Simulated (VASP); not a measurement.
Wanted: the native input for a VASP 6.6.1 run.

```
Task                   : single point
Functional             : r2SCAN
Potentials or basis    : VASP PAW PBE potentials, release 64 (H, C, I)
Cutoff                 : 520 eV
k mesh                 : 6 × 6 × 6
Occupations            : gaussian, width 0.02 eV
Spin                   : no spin polarisation
Dipole correction      : no
Further INCAR settings : ALGO = Normal; EDIFF = 1e-07; NBANDS = 18
```

The system is H2CI2.

```
H C I
1.0
     0.00000    6.64655    2.45671
     3.86662    0.00000    2.45671
     3.86662    6.64655    0.00000
H C I
2 1 2
Direct
  0.75727 0.99008 0.24273
  0.99008 0.75727 0.00992
  0.99671 0.99671 0.00329
  0.37099 0.10097 0.89903
  0.10097 0.37099 0.62901
```

One way to write it, as run:

POSCAR

```
H2CI2
1.0
    0.0000000000      6.6465546389      2.4567136916
    3.8666225789      0.0000000000      2.4567136916
    3.8666225789      6.6465546389      0.0000000000
H C I
2 1 2
Direct
    0.7572742984      0.9900810674      0.2427257016
    0.9900810674      0.7572742984      0.0099189326
    0.9967088019      0.9967088019      0.0032911981
    0.3709883948      0.1009674377      0.8990325623
    0.1009674377      0.3709883948      0.6290116052
```

INCAR.step1

```
SYSTEM = H2CI2
PREC     = Accurate       ! precision mode
ENCUT    = 520            ! plane-wave cutoff, eV
ISMEAR   = 0              ! smearing method
SIGMA    = 0.02           ! smearing width, eV
LREAL    = .FALSE.        ! projectors in reciprocal space
LASPH    = .TRUE.         ! aspherical terms in the spheres
NELM     = 100            ! most SCF steps
NBANDS   = 18             ! bands
GGA      = PE             ! functional
ALGO     = Normal         ! electronic algorithm
EDIFF    = 1E-4           ! SCF threshold, eV
LWAVE    = .TRUE.         ! write WAVECAR
LCHARG   = .FALSE.        ! write CHGCAR
```

INCAR.step2

```
SYSTEM = H2CI2
PREC     = Accurate       ! precision mode
ENCUT    = 520            ! plane-wave cutoff, eV
EDIFF    = 1E-7           ! SCF threshold, eV
ISMEAR   = 0              ! smearing method
SIGMA    = 0.02           ! smearing width, eV
LREAL    = .FALSE.        ! projectors in reciprocal space
LASPH    = .TRUE.         ! aspherical terms in the spheres
NELM     = 100            ! most SCF steps
ALGO     = Normal         ! electronic algorithm
ISIF     = 2              ! what is computed and relaxed
LWAVE    = .FALSE.        ! write WAVECAR
LCHARG   = .FALSE.        ! write CHGCAR
METAGGA  = R2SCAN         ! meta-GGA
LMIXTAU  = .TRUE.       
NBANDS   = 18             ! bands
ISTART   = 1
```

KPOINTS

```
Automatic mesh
0
G
  6 6 6
  0 0 0
```

Potentials or basis: VASP PAW PBE potentials, release 64 (H, C, I).

Run with:

```bash
$ cat potpaw_PBE.64/H/POTCAR potpaw_PBE.64/C/POTCAR potpaw_PBE.64/I/POTCAR > POTCAR
$ cp INCAR.step1 INCAR
$ mpirun -np 1 vasp_std > vasp.out
$ cp INCAR.step2 INCAR
$ mpirun -np 1 vasp_std > vasp.out
```

Results of the run:

```
Pressure               : -0.3 GPa
Largest force          : 0.103 eV/Å
Band gap on the k mesh : 3.25 eV (least direct gap 3.32 eV)
```

Caveat: the PAW data sets were made with another functional, which shifts forces and pressure a little; spin-orbit coupling is left out, which moves the levels of the heavy elements.

Wall time 4.5 min on 1 thread of Intel(R) Xeon(R) 6975P-C (Granite Rapids), with other jobs on the host, peak memory 0.43 GiB.
